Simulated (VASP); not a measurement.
Input of a VASP 6.6.1 run:

The input INCAR:

```
SYSTEM = Os
PREC = Accurate
ENCUT = 520
EDIFF = 1E-6
ISMEAR = -1
SIGMA = 0.1
LREAL = .FALSE.
LASPH = .TRUE.
NELM = 60
ALGO = Normal
ISIF = 2
LWAVE = .FALSE.
LCHARG = .TRUE.
GGA = PS
LELF = .TRUE.
LVHAR = .TRUE.
NBANDS = 15
```

File KPOINTS:

```
Automatic mesh
0
G
  14 14 8
  0 0 0
```

POSCAR

```
Os
1.0
    2.7296438410      0.0000000000      0.0000000000
   -1.3648219205      2.3639409096      0.0000000000
    0.0000000000      0.0000000000      4.3075788589
Os
2
Direct
    0.3333333333      0.6666666667      0.2500000000
    0.6666666667      0.3333333333      0.7500000000
```

Potentials or basis: VASP PAW PBE potentials, release 64 (Os).

Launch:

```bash
$ cat potpaw_PBE.64/Os/POTCAR > POTCAR
$ mpirun -np 1 vasp_std > vasp.out
```

**Question.** Predict the pressure.

**Answer.** 0.5 GPa.

**Question.** What does it give for the band gap on the k mesh?

**Answer.** Zero (band 8 reaches 11.46 eV, above the bottom of band 9 at 7.67 eV).

Stress tensor (GPa, compression positive):
```
0.51 0.00 0.00
0.00 0.51 0.00
0.00 0.00 0.41
```

Caveat: the PAW data sets were made with another functional, which shifts forces and pressure a little; spin-orbit coupling is left out, which moves the levels of the heavy elements.
